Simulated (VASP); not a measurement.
A run of VASP 6.6.1 is set up as follows.

File INCAR:

```
ALGO = Normal
EDIFF = 1E-6
ENCUT = 520
GGA = PE
ISIF = 2
ISMEAR = 0
LASPH = T
LCHARG = T
LDAU = T
LDAUJ = 0 0
LDAUL = 3 -1
LDAUPRINT = 1
LDAUTYPE = 2
LDAUU = 5 0
LELF = T
LMAXMIX = 6
LREAL = F
LVHAR = T
LWAVE = F
NBANDS = 19
NELM = 150
PREC = Accurate
SIGMA = 0.05
```

The input KPOINTS:

```
k-points
0
Gamma
  12 12 12
```

Contents of POSCAR:

```
CeO2
1.0
    0.0000000000      2.7719159538      2.7719159538
    2.7719159538      0.0000000000      2.7719159538
    2.7719159538      2.7719159538      0.0000000000
Ce O
1 2
Direct
    0.0000000000      0.0000000000      0.0000000000
    0.2500000000      0.2500000000      0.2500000000
    0.7500000000      0.7500000000      0.7500000000
```

Potentials or basis: VASP PAW PBE potentials, release 64 (Ce, O).

Command:

```sh
$ cat potpaw_PBE.64/Ce/POTCAR potpaw_PBE.64/O/POTCAR > POTCAR
$ mpirun -np 1 vasp_std > vasp.out
```

Problem. Predict the band gap on the k mesh.

Solution. 2.17 eV, indirect (least direct gap 2.36 eV).

Problem. What does it give for the pressure?

Solution. -4.1 GPa.

Eigenvalues of the final occupation matrices:
```csv
site,spin,trace,eigenvalues
site 1 f,1,0.35,0.02 0.02 0.02 0.05 0.05 0.05 0.14
site 1 f,2,0.35,0.02 0.02 0.02 0.05 0.05 0.05 0.14
```

Caveat: spin-orbit coupling is left out, which moves the levels of the heavy elements. A k mesh can miss the band edges.
